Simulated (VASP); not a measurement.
Set up this calculation in VASP 6.6.1, as the native input.

* Task: single point
* Functional: PBE
* Potentials or basis: VASP PAW PBE potentials, release 64 (Al, Ni)
* Cutoff: 520 eV
* k mesh: 12 × 12 × 12
* Occupations: gaussian, width 0.15 eV
* Spin: collinear spin, ferromagnetic start
* Starting moments: [0.0, 0.3, 0.3, 0.3] μB
* Dipole correction: no
* Further INCAR settings: ALGO = Normal; EDIFF = 1e-07; NBANDS = 28

The structure of AlNi3 lies in POSCAR:

```
AlNi3
1.0
    3.5664021543      0.0000000000      0.0000000000
    0.0000000000      3.5664021543      0.0000000000
    0.0000000000      0.0000000000      3.5664021543
Al Ni
1 3
Direct
    0.0000000000      0.0000000000      0.0000000000
    0.0000000000      0.5000000000      0.5000000000
    0.5000000000      0.0000000000      0.5000000000
    0.5000000000      0.5000000000      0.0000000000
```

One way to write it, as run:

INCAR

```
SYSTEM = AlNi3
  PREC = Accurate
  ENCUT = 520
  EDIFF = 1E-7
  ISMEAR = 0
  SIGMA = 0.15
  LREAL = .False.
  LASPH = .True.
  NELM = 150
  ALGO = Normal
  ISIF = 2
  LWAVE = .False.
  LCHARG = .False.
  ISPIN = 2
  MAGMOM = 0 0.3 0.3 0.3
  LORBIT = 11
  LMAXMIX = 4
  GGA = PE
  NBANDS = 28
```

KPOINTS

```
Automatic mesh
0
Gamma
  12 12 12
  0 0 0
```

Potentials or basis: VASP PAW PBE potentials, release 64 (Al, Ni).

The run is started by

```bash
$ cat potpaw_PBE.64/Al/POTCAR potpaw_PBE.64/Ni/POTCAR > POTCAR
$ mpirun -np 1 vasp_std > vasp.out
```

It gave:

* Pressure: 0.1 GPa
* Net moment: 0.66 μB per cell
* Site moments: Al -0.01; Ni +0.24 μB
* Valence electrons inside the program's atomic spheres: Al 0.80; Ni 9.38

It took 4.8 min on 1 thread of AMD EPYC 9755 128-Core Processor, on a shared host, peak memory 0.23 GiB.
